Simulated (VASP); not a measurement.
Here is a VASP 6.6.1 calculation.

The input INCAR:

```
SYSTEM = GaP
PREC = Accurate
ENCUT = 520
EDIFF = 1E-7
ISMEAR = 0
SIGMA = 0.05
LREAL = .FALSE.
LASPH = .TRUE.
NELM = 100
ALGO = Normal
ISIF = 2
LWAVE = .FALSE.
LCHARG = .FALSE.
GGA = CA
NBANDS = 26
```

KPOINTS

```
regular mesh
0
G
  12 12 12
  0 0 0
```

File POSCAR:

```
GaP
1.0
    2.0930496487      1.2084227781      5.5419041460
   -2.0930496487      1.2084227781      5.5419041460
    0.0000000000     -2.4168455562      5.5419041460
Ga P
2 2
Direct
    0.4353720000      0.4353720000      0.4353720000
    0.5646280000      0.5646280000      0.5646280000
    0.0573890000      0.0573890000      0.0573890000
    0.9426110000      0.9426110000      0.9426110000
```

Potentials or basis: VASP PAW LDA potentials, release 64 (Ga_d, P).

The run is started by

```bash
$ cat potpaw_LDA.64/Ga_d/POTCAR potpaw_LDA.64/P/POTCAR > POTCAR
$ mpirun -np 1 vasp_std > vasp.out
```

Q: Estimate the pressure.

A: 4.9 GPa.

Q: Estimate the band gap on the k mesh.

A: Zero (bands 18 and 19 overlap by 0.66 eV).

Q: Estimate the largest force.

A: 5.736 eV/Å.

Stress tensor (GPa, compression positive):
```
-11.79   0.00   0.00
  0.00 -11.79   0.00
  0.00   0.00  38.18
```

Caveat: the stress differs along the axes, from -12 to 38 GPa; semilocal functionals underestimate gaps, and a narrow one can read as zero; forces of over 1 eV/Å act on the atoms, so gaps and moduli don't describe the material at rest.
